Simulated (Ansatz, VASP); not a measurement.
# Ta3Si3N in VASP and in Ansatz

```
CELL_PARAMETERS angstrom
4.62883 0.00000 0.00000
-2.31442 4.00869 0.00000
0.00000 0.00000 5.94422
ATOMIC_POSITIONS crystal
Ta 0.50000 0.00000 0.00000
Ta 0.00000 0.50000 0.00000
Ta 0.50000 0.50000 0.00000
Si 0.50000 0.00000 0.50000
Si 0.00000 0.50000 0.50000
Si 0.50000 0.50000 0.50000
N 0.00000 0.00000 0.00000
```

Alike in both runs: task single point; functional PBE; k mesh 6 × 6 × 4; occupations gaussian, width 0.1 eV; collinear spin.

```csv
,VASP,Ansatz
version,VASP 6.6.1,Ansatz 0.2.0
potentials or method,"VASP PAW PBE potentials, release 64 (Ta_pv, Si, N), cutoff 520 eV","scalar-relativistic, plane waves, PAW"
valence electrons in the cell,50,56
```

```tsv
	VASP	Ansatz	Ansatz less VASP
gap on the k mesh at the Fermi level (eV)	none	none	-
net moment per atom (μB)	0.00	0.00	0.000
```

A gap of «none» marks a metal or a gap that the smearing closes. With one functional, cell and mesh, what is left measures potentials, basis and numerics. VASP's potentials hold 50 valence electrons a cell and Ansatz's 56, so a difference there can come from the potentials and not from the codes. Ansatz's warnings: seeded moment not kept.

Neither program's run includes spin-orbit coupling.
